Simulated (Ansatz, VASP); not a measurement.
Two plane-wave programs on AlN

```xyz
4
Lattice="3.2223 0.0000 0.0000 -1.6112 2.7906 0.0000 0.0000 0.0000 4.1412" Properties=species:S:1:pos:R:3 pbc="T T T"
Al    0.0000    1.8604    3.1059
Al    1.6112    0.9302    1.0353
N     0.0000    1.8604    1.0353
N     1.6112    0.9302    3.1059
```

Alike in both runs: task single point; functional PBEsol; k mesh 9 × 9 × 6; occupations gaussian, width 0.05 eV; no spin polarisation.

```csv
,VASP,Ansatz
version,VASP 6.6.1,Ansatz 0.2.0
potentials or method,"VASP PAW PBE potentials, release 64 (Al, N), cutoff 520 eV","scalar-relativistic, plane waves, PAW"
valence electrons in the cell,16,16
```

Ansatz gave:

```
gap on the k mesh at the Fermi level (eV)                     : 3.63
least direct gap on the mesh (eV)                             : 3.63
pressure (GPa)                                                : 12.4
traceless stress, the component that is largest in VASP (GPa) : -5.59
```

**Question.** What did VASP give for the same quantities?

**Answer.** gap on the k mesh at the Fermi level (eV): 3.64; least direct gap on the mesh (eV): 3.64; pressure (GPa): 12.4; traceless stress, the component that is largest in VASP (GPa): -5.69.

VASP's potentials were made for PBE, not for PBEsol. The functional is the same, so the differences come from potentials, cutoffs and numerics.
